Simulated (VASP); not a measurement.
Set up this calculation in VASP 6.6.1, as the native input.

| Property | Result |
| --- | --- |
| Task | relaxation of cell and atoms |
| Functional | PBE |
| Potentials or basis | VASP PAW PBE potentials, release 64 (Na_pv, Bi_d, H) |
| Cutoff | 600 eV |
| k mesh | 6 × 6 × 6 |
| Occupations | gaussian, width 0.02 eV |
| Spin | no spin polarisation |
| Dipole correction | no |
| Further INCAR settings | ALGO = Normal; EDIFF = 1e-06; IBRION = 2; EDIFFG = -0.01; NSW = 100; ISIF = 3 |

The structure of Na3BiH6 lies in POSCAR:

```
Na3BiH6
1.0
    0.0000000000      4.3361503477      4.3361503477
    4.3361503477      0.0000000000      4.3361503477
    4.3361503477      4.3361503477      0.0000000000
Na Bi H
3 1 6
Direct
    0.7500000000      0.7500000000      0.7500000000
    0.2500000000      0.2500000000      0.2500000000
    0.5000000000      0.5000000000      0.5000000000
    0.0000000000      0.0000000000      0.0000000000
    0.7551570632      0.2448429368      0.2448429368
    0.2448429368      0.2448429368      0.7551570632
    0.2448429368      0.7551570632      0.7551570632
    0.2448429368      0.7551570632      0.2448429368
    0.7551570632      0.2448429368      0.7551570632
    0.7551570632      0.7551570632      0.2448429368
```

The input as run:

INCAR

```
SYSTEM = Na3BiH6
ALGO     = Normal         ! electronic algorithm
EDIFF    = 1E-6           ! SCF threshold, eV
EDIFFG   = -0.01          ! ionic threshold
ENCUT    = 600            ! plane-wave cutoff, eV
GGA      = PE             ! functional
IBRION   = 2              ! ionic algorithm
ISIF     = 3              ! what is computed and relaxed
ISMEAR   = 0              ! smearing method
LASPH    = .True.         ! aspherical terms in the spheres
LCHARG   = .False.        ! write CHGCAR
LREAL    = .False.        ! projectors in reciprocal space
LWAVE    = .False.        ! write WAVECAR
NELM     = 100            ! most SCF steps
NSW      = 100            ! ionic steps
PREC     = Accurate       ! precision mode
SIGMA    = 0.02           ! smearing width, eV
```

KPOINTS

```
k-points
0
Gamma
  6 6 6
  0 0 0
```

Potentials or basis: VASP PAW PBE potentials, release 64 (Na_pv, Bi_d, H).

Command:

```bash
$ cat potpaw_PBE.64/Na_pv/POTCAR potpaw_PBE.64/Bi_d/POTCAR potpaw_PBE.64/H/POTCAR > POTCAR
$ mpirun -np 1 vasp_std > vasp.out
```

It gave:

```json
{"Relaxed volume": "16.48 Å³/atom", "Relaxed cell": "a = 6.155 Å, b = 6.155 Å, c = 6.155 Å, α = 60.00°, β = 60.00°, γ = 60.00°", "Space group after relaxing (to 0.05 Å)": "Fm-3m (No. 225)", "Energy gained by relaxing": "0.1 meV/atom", "Ionic steps": "5", "Pressure after relaxing": "0.0 GPa", "Largest force after relaxing": "0.005 eV/Å", "Band gap on the k mesh": "1.23 eV, direct"}
```

Caveat: spin-orbit coupling is left out, which moves the levels of the heavy elements.

Wall time 3.2 min on 1 thread of Intel(R) Xeon(R) 6975P-C (Granite Rapids), with other jobs on the host, peak memory 0.41 GiB.
